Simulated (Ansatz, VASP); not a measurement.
**ZnCu: VASP beside Ansatz**

Contents of INCAR:

```
SYSTEM = ZnCu
  PREC = Accurate
  ENCUT = 520
  EDIFF = 1E-7
  ISMEAR = -1
  SIGMA = 0.05
  LREAL = .False.
  LASPH = .True.
  NELM = 100
  ALGO = Normal
  ISIF = 2
  LWAVE = .False.
  LCHARG = .False.
  NBANDS = 18
```

File KPOINTS:

```
regular mesh
0
Gamma
  9 9 9
  0 0 0
```

Contents of POSCAR:

```
ZnCu
1.0
    2.8848810902      0.0000000000      0.0000000000
    0.0000000000      2.8848810902      0.0000000000
    0.0000000000      0.0000000000      2.8848810902
Zn Cu
1 1
Direct
    0.5000000000      0.5000000000      0.5000000000
    0.0000000000      0.0000000000      0.0000000000
```

The input input.yaml:

```yaml
crystal:
  lattice:
    - [2.8848810902, 0.0, 0.0]
    - [0.0, 2.8848810902, 0.0]
    - [0.0, 0.0, 2.8848810902]
  atoms:
    - { symbol: Zn, position: [0.5, 0.5, 0.5] }
    - { symbol: Cu, position: [0.0, 0.0, 0.0] }
kpoints:
  mp_grid: { grid: [9, 9, 9] }
scf:
  occupations: { method: fermi_dirac, width: 0.05 }
hamiltonian:
  xc: lda
  pseudopotentials: { kind: all_electron, lapw: { basis_error: 0.001 } }
output:
  forces: true
  stress: true
  eigenvalues: true
```

Change from the starting cell: volume scaled by 0.94.

Alike in both runs: task single point; functional LDA; k mesh 9 × 9 × 9; occupations fermi-dirac, width 0.05 eV; no spin polarisation.

|  | VASP | Ansatz |
| --- | --- | --- |
| version | VASP 6.6.1 | Ansatz 0.2.0 |
| potentials or method | VASP PAW LDA potentials, release 64 (Zn, Cu), cutoff 520 eV | all-electron LAPW, scalar-relativistic |

|  | VASP | Ansatz | Ansatz less VASP |
| --- | --- | --- | --- |
| gap on the k mesh at the Fermi level (eV) | none | none | - |
| pressure (GPa) | -1.2 | -2.1 | -0.93 |

LDA's correlation is that of Perdew and Zunger in VASP and of Perdew and Wang (1992) in Ansatz. A gap of «none» marks a metal or a gap that the smearing closes. Ansatz ran all-electron here, and VASP with PAW potentials.
